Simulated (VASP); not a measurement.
# C (P6/mmm) in VASP: a series of runs

The runs below take C through relaxation of cell and atoms, single point, with PBE.

Everything below comes from runs of VASP 6.6.1. Logs are shortened: lines on timing, memory, paths and dates and some standing lists are left out, and cuts for length are marked.

### 1 The cell of the first run

Symmetry: P6/mmm, No. 191, hexagonal system. The conventional cell has a = 3.344 Å, b = 3.344 Å, c = 2.050 Å, α = 90.00°, β = 90.00°, γ = 120.00°. C (site symmetry 6/mmm) has 14 C at 2.05 to 2.19 Å within 2.7 Å. C (site symmetry -6m2) has 11 C at 1.93 to 2.19 Å within 2.6 Å.

### 2 Relaxation of cell and atoms, PBE

Input file INCAR:

```
SYSTEM = C
PREC     = Accurate       ! precision mode
ENCUT    = 600            ! plane-wave cutoff, eV
EDIFF    = 1E-7           ! SCF threshold, eV
ISMEAR   = -1             ! smearing method
SIGMA    = 0.1            ! smearing width, eV
LREAL    = .False.        ! projectors in reciprocal space
LASPH    = .True.         ! aspherical terms in the spheres
NELM     = 60             ! most SCF steps
ALGO     = Normal         ! electronic algorithm
ISIF     = 3              ! what is computed and relaxed
LWAVE    = .False.        ! write WAVECAR
LCHARG   = .False.        ! write CHGCAR
GGA      = PE             ! functional
IBRION   = 2              ! ionic algorithm
NSW      = 80             ! ionic steps
EDIFFG   = -0.01          ! ionic threshold
```

Input file KPOINTS:

```
regular mesh
0
Gamma
  11 11 15
  0 0 0
```

Input file POSCAR:

```
C
1.0
    3.3438265309      0.0000000000      0.0000000000
   -1.6719132655      2.8958387216      0.0000000000
    0.0000000000      0.0000000000      2.0497656634
C
3
Direct
    0.0000000000      0.0000000000      0.0000000000
    0.3333333333      0.6666666667      0.5000000000
    0.6666666667      0.3333333333      0.5000000000
```

Potentials or basis: VASP PAW PBE potentials, release 64 (C).

Started as:

```
$ cat potpaw_PBE.64/C/POTCAR > POTCAR
$ mpirun -np 1 vasp_std > vasp.out
```

OUTCAR:

```text
SYSTEM = C
   PREC = Accurate
   ENCUT = 600
   EDIFF = 1E-7
   ISMEAR = -1
   LREAL = .False.
   LASPH = .True.
   NELM = 60
   ISIF = 3
   GGA = PE
   IBRION = 2
   NSW = 80
   EDIFFG = -0.01

 ion  position               nearest neighbor table
   1  0.000  0.000  0.000-
   2  0.333  0.667  0.500-   3 1.93   3 1.93   3 1.93
   3  0.667  0.333  0.500-   2 1.93   2 1.93   2 1.93

  LATTYP: Found a hexagonal cell.
 ALAT       =     3.3438265309
 C/A-ratio  =     0.6130000000

  Lattice vectors:

 A1 = (   3.3438265309,   0.0000000000,   0.0000000000)
 A2 = (  -1.6719132655,   2.8958387216,   0.0000000000)
 A3 = (   0.0000000000,   0.0000000000,   2.0497656634)

Analysis of symmetry for initial positions (statically):
=====================================================================
 Subroutine PRICEL returns:
 Original cell was already a primitive cell.

 Routine SETGRP: Setting up the symmetry group for a
 hexagonal supercell.

 Subroutine GETGRP returns: Found 24 space group operations
 (whereof 24 operations were pure point group operations)
 out of a pool of 24 trial point group operations.

The static configuration has the point symmetry D_6h.

Analysis of symmetry for dynamics (positions and initial velocities):
=====================================================================
 Subroutine PRICEL returns:
 Original cell was already a primitive cell.

 Routine SETGRP: Setting up the symmetry group for a
 hexagonal supercell.

 Subroutine GETGRP returns: Found 24 space group operations
 (whereof 24 operations were pure point group operations)
 out of a pool of 24 trial point group operations.

The dynamic configuration has the point symmetry D_6h.

 Subroutine INISYM returns: Found 24 space group operations
 (whereof 24 operations are pure point group operations),
 and found     1 'primitive' translations

----------------------------------------------------------------------------------------

                                     Primitive cell

  volume of cell :      19.8483

  direct lattice vectors                    reciprocal lattice vectors
     3.343826531  0.000000000  0.000000000     0.299058576  0.172661549  0.000000000
    -1.671913265  2.895838722  0.000000000     0.000000000  0.345323098  0.000000000
     0.000000000  0.000000000  2.049765663     0.000000000  0.000000000  0.487860646

  length of vectors
     3.343826531  3.343826531  2.049765663     0.345323098  0.345323098  0.487860646

  position of ions in fractional coordinates (direct lattice)
     0.000000000  0.000000000  0.000000000
     0.333333333  0.666666667  0.500000000
     0.666666667  0.333333333  0.500000000

  ion indices of the primitive-cell ions
   primitive index   ion index
                 1           1
                 2           2
                 3           3

----------------------------------------------------------------------------------------

 KPOINTS: regular mesh

Automatic generation of k-mesh.
 Grid dimensions read from file:
 generate k-points for:   11   11   15

 Generating k-lattice:

  Cartesian coordinates                     Fractional coordinates (reciprocal lattice)
     0.027187143  0.015696504  0.000000000     0.090909091  0.000000000  0.000000000
     0.000000000  0.031393009  0.000000000     0.000000000  0.090909091  0.000000000
     0.000000000  0.000000000  0.032524043     0.000000000  0.000000000  0.066666667

  Length of vectors
     0.031393009  0.031393009  0.032524043

  Shift w.r.t. Gamma in fractional coordinates (k-lattice)
     0.000000000  0.000000000  0.000000000

 Subroutine IBZKPT returns following result:
 ===========================================

 Found    128 irreducible k-points:

 Following reciprocal coordinates:
            Coordinates               Weight
  0.000000  0.000000  0.000000      1.000000
  0.090909  0.000000  0.000000      6.000000
  0.181818  0.000000  0.000000      6.000000
  0.272727 -0.000000  0.000000      6.000000
  0.363636 -0.000000  0.000000      6.000000
  0.454545  0.000000  0.000000      6.000000
[... 16 lines left out ...]
  0.090909  0.090909  0.066667     12.000000
  0.181818  0.090909  0.066667     24.000000
 [... further k-points ...]
   k-points           NKPTS =    128   k-points in BZ     NKDIM =    128   number of bands    NBANDS=     10
   number of dos      NEDOS =    301   number of ions     NIONS =      3
   total plane-waves  NPLWV =  12544
   dimension x,y,z NGX =    28 NGY =   28 NGZ =   16
   dimension x,y,z NGXF=    56 NGYF=   56 NGZF=   32
   ions per type =               3
   NGX,Y,Z   is equivalent  to a cutoff of  13.92, 13.92, 12.98 a.u.
   NGXF,Y,Z  is equivalent  to a cutoff of  27.84, 27.84, 25.95 a.u.
 SYSTEM =  C
   PREC   = accura    normal or accurate (medium, high low for compatibility)
   ISTART =      0    job   : 0-new  1-cont  2-samecut
   ICHARG =      2    charge: 1-file 2-atom 10-const
   ISPIN  =      1    spin polarized calculation?
   LNONCOLLINEAR =      F non collinear calculations
   LSORBIT =      F    spin-orbit coupling
   LASPH  =      T    aspherical Exc in radial PAW
   ENCUT  =  600.0 eV  44.10 Ry    6.64 a.u.   6.68  6.68  4.09*2*pi/ulx,y,z
   NELM   =     60;   NELMIN=  2; NELMDL= -5     # of ELM steps
   EDIFF  = 0.1E-06   stopping-criterion for ELM
   LREAL  =      F    real-space projection
   EDIFFG = -.1E-01   stopping-criterion for IOM
   NSW    =     80    number of steps for IOM
   IBRION =      2    ionic relax: 0-MD 1-quasi-New 2-CG
   NFREE  =      1    steps in history (QN), initial steepest desc. (CG)
   ISIF   =      3    stress and relaxation
   ISYM   =      2    0-nonsym 1-usesym 2-fastsym
   POTIM  = 0.5000    time-step for ionic-motion
   TEBEG  =    0.0;   TEEND  =   0.0 temperature during run
   PSTRESS=    0.0 pullay stress
   NELECT =      12.0000    total number of electrons
   NUPDOWN=      -1.0000    fix difference up-down
   EMIN   =  10.00;   EMAX   =-10.00  energy-range for DOS
   EFERMI =   0.00;   METHOD = LEGACY
   ISMEAR =    -1;   SIGMA  =   0.10  broadening in eV -4-tet -1-fermi 0-gaus
   EFERMI_NEDOS =   21; number of points for ismear=-14 and -15
   IALGO  =     38    algorithm
   IMIX   =      4    mixing-type and parameters
     AMIX     =   0.40;   BMIX     =  1.00
     AMIX_MAG =   1.60;   BMIX_MAG =  1.00
  volume/ion in A,a.u.               =       6.62        44.65
  Fermi-wavevector in a.u.,A,eV,Ry     =   1.384292  2.615933 26.072371  1.916265
  Thomas-Fermi vector in A             =   2.508810
   LORBIT       =      0    0 simple, 1 ext, 2 COOP (PROOUT), +10 PAW based schemes
   GGA     = PE    functional components
   LHFCALC =     F    Hartree Fock is set to
   AEXX    =    0.0000 exact exchange contribution
   IVDW    =     0    specifies the selected vdW correction
   LEPSILON=     F    determine dielectric tensor
   LRPA    =     F    only Hartree local field effects (RPA)
 conjugate gradient relaxation of ions
 non-spin polarized calculation
  energy-cutoff  :      600.00
  volume of cell :       19.85
 maximum number of plane-waves:       686
 NGX is ok and might be reduce to    28
   NGX = 13   NGY = 13   NGZ =  9

--------------------------------------- Ionic step        1  -------------------------------------------

 number of electron      12.0000000 magnetization

 Free energy of the ion-electron system (eV)
  ---------------------------------------------------
  ext. energy  EPLUGINS =         0.00000000
  ---------------------------------------------------
  free energy    TOTEN  =       -14.85302518 eV

  energy without entropy =      -14.80707237  energy(sigma->0) =      -14.83004877

------------------------ aborting loop because EDIFF is reached ----------------------------------------

  FORCE on cell =-STRESS in cart. coord.  units (eV):
  Direction    XX          YY          ZZ          XY          YZ          ZX
  --------------------------------------------------------------------------------------
  -------------------------------------------------------------------------------------
  Total        0.6711915      0.6711915     -1.4759087     -0.0000000      0.0000000     -0.0000000
  in kB       54.1794634     54.1794634   -119.1373016     -0.0000000      0.0000000     -0.0000000
  external PRESSURE =      -3.5927916 kB  Pullay stress =       0.0000000 kB
[... 92 lines left out ...]
  FREE ENERGIE OF THE ION-ELECTRON SYSTEM (eV)
  ---------------------------------------------------
  free  energy   TOTEN  =       -15.2961895473 eV

  energy  without entropy=      -15.2655629280  energy(sigma->0) =      -15.28087624

[... ionic steps 4 to 19 ...]

--------------------------------------- Ionic step       20  -------------------------------------------

 number of electron      12.0000000 magnetization

------------------------ aborting loop because EDIFF is reached ----------------------------------------

  FORCE on cell =-STRESS in cart. coord.  units (eV):
  Direction    XX          YY          ZZ          XY          YZ          ZX
  --------------------------------------------------------------------------------------
  -------------------------------------------------------------------------------------
  Total        0.0288759      0.0288759     -0.0695853     -0.0000000      0.0000000      0.0000000
  in kB        1.6883588      1.6883588     -4.0686164     -0.0000000      0.0000000      0.0000000
  external PRESSURE =      -0.2306329 kB  Pullay stress =       0.0000000 kB
[... 59 lines left out ...]
  energy  without entropy=      -23.4969700745  energy(sigma->0) =      -23.50702723

--------------------------------------- Ionic step       22  -------------------------------------------

 number of electron      12.0000000 magnetization

 Free energy of the ion-electron system (eV)
  ---------------------------------------------------
  ext. energy  EPLUGINS =         0.00000000
  ---------------------------------------------------
  free energy    TOTEN  =       -23.51709461 eV

  energy without entropy =      -23.49698556  energy(sigma->0) =      -23.50704009

 E-fermi :   3.6408     XC(G=0): -10.5803

 val. band max:        3.6231558423   @ k =   0.3636  -0.0000   0.2000
 cond. band min:       3.6483437138   @ k =   0.2727   0.1818   0.2000
 fundamental gap:      0.0251878716
 Fermi energy:         3.6408169043

 k-point     1 :       0.0000    0.0000    0.0000
  band No.  band energies     occupation
      1     -13.9801      2.00000
      2     -12.0631      2.00000
      3     -12.0616      2.00000
      4      -2.8429      2.00000
      5      -2.8429      2.00000
      6      -2.8408      2.00000
      7      -2.8408      2.00000
      8       0.7822      2.00000
      9       0.7822      2.00000
     10      11.8347      0.00000
[... 287 lines left out ...]
 k-point    24 :       0.1818    0.0909    0.0667
  band No.  band energies     occupation
      1     -13.4878      2.00000
      2     -12.0661      2.00000
      3     -12.0008      2.00000
      4      -3.2375      2.00000
      5      -2.9825      2.00000
      6      -1.1527      2.00000
      7      -0.9971      2.00000
      8       0.1631      2.00000
      9       0.9521      2.00000
     10      13.0876      0.00000

 [... further k-points ...]

------------------------ aborting loop because EDIFF is reached ----------------------------------------

  FORCE on cell =-STRESS in cart. coord.  units (eV):
  Direction    XX          YY          ZZ          XY          YZ          ZX
  --------------------------------------------------------------------------------------
  -------------------------------------------------------------------------------------
  Total        0.0264960      0.0264960     -0.0076475     -0.0000000      0.0000000     -0.0000000
  in kB        1.5493886      1.5493886     -0.4471947     -0.0000000      0.0000000     -0.0000000
  external PRESSURE =       0.8838609 kB  Pullay stress =       0.0000000 kB
[... 18 lines left out ...]
  FREE ENERGIE OF THE ION-ELECTRON SYSTEM (eV)
  ---------------------------------------------------
  free  energy   TOTEN  =       -23.5170946111 eV

  energy  without entropy=      -23.4969855612  energy(sigma->0) =      -23.50704009

 reached required accuracy - stopping structural energy minimisation
```

Wall time 8.4 min (1 thread of Intel Xeon 8259CL, shared host); peak memory 0.16 GiB.

Results:

```yaml
Free_energy: -23.5171 eV
Relaxed_volume: 9.13 Å³/atom
Relaxed_cell: a = 4.968 Å, b = 4.968 Å, c = 1.282 Å, α = 90.00°, β = 90.00°, γ = 120.00°
Space_group_after_relaxing_to_0.1_Å: P6/mmm (No. 191)
Pressure_after_relaxing: 0.1 GPa
Band_gap_on_the_k_mesh: zero (bands 6 and 7 overlap by 16.12 eV)
```

Stress tensor (GPa, compression positive):
```
 0.15  0.00  0.00
 0.00  0.15  0.00
 0.00  0.00 -0.04
```

Final structure:
```xyz
3
Lattice="4.9678 0.0000 0.0000 -2.4839 4.3023 0.0000 0.0000 0.0000 1.2819" Properties=species:S:1:pos:R:3 pbc="T T T"
C     0.0000    0.0000    0.0000
C     0.0000    2.8682    0.6410
C     2.4839    1.4341    0.6410
```

Levels at points of the mesh, in eV from the Fermi level:
```
           k point  band 3  band 4  band 5  band 6  band 7  band 8  band 9  band 10
(0.00, 0.00, 0.00)  -15.70   -6.48   -6.48   -6.48   -6.48   -2.86   -2.86     8.19
```

Caveat: the volume moved by over 15 % at a fixed basis, so the end points are rough.

(Continued in part 2 of 2.)

The gap in the log of VASP goes by the Fermi energy; the results here count the filled bands.